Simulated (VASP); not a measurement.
**Si2Mo: single point with PBEsol**

Si2Mo:

```
CELL_PARAMETERS angstrom
-1.60000 1.60000 3.93050
1.60000 -1.60000 3.93050
1.60000 1.60000 -3.93050
ATOMIC_POSITIONS crystal
Mo 0.00000 0.00000 0.00000
Si 0.66700 0.66700 0.00000
Si 0.33300 0.33300 0.00000
```

| Property | Result |
| --- | --- |
| Program | VASP 6.6.1 |
| Task | single point |
| Functional | PBEsol |
| Potentials or basis | VASP PAW PBE potentials, release 64 (Mo_sv, Si) |
| Cutoff | 520 eV |
| k mesh | 12 × 12 × 12 |
| Occupations | gaussian, width 0.15 eV |
| Spin | collinear spin |
| Starting moments | [1.0, 0.0, 0.0] μB |
| Fixed moment | 1 μB |
| Dipole correction | no |
| Further INCAR settings | ALGO = Fast; EDIFF = 1e-06; NBANDS = 22 |

```json
{
  "Pressure": "2.7 GPa",
  "Largest force": "0.105 eV/Å",
  "Net moment": "1.00 μB per cell",
  "Site moments": "Mo +0.67; Si +0.05 μB",
  "Valence electrons inside the program's atomic spheres": "Mo 12.65; Si 1.63"
}
```

Forces on the atoms (eV/Å):
```
Mo   0.000  0.000  0.000
Si   0.000  0.000  0.105
Si   0.000  0.000 -0.105
```

Stress tensor (GPa, compression positive):
```
0.64 0.00 0.00
0.00 0.64 0.00
0.00 0.00 6.91
```

Run time: 10 min on 1 thread of Oxide Virtual Turin-like Processor, on a shared host, peak memory 0.36 GiB.

Caveat: the stress differs along the axes, from 1 to 7 GPa; the PAW data sets were made with another functional, which shifts forces and pressure a little; the total moment is fixed, so each spin has its own Fermi level and the state may be an excited one.
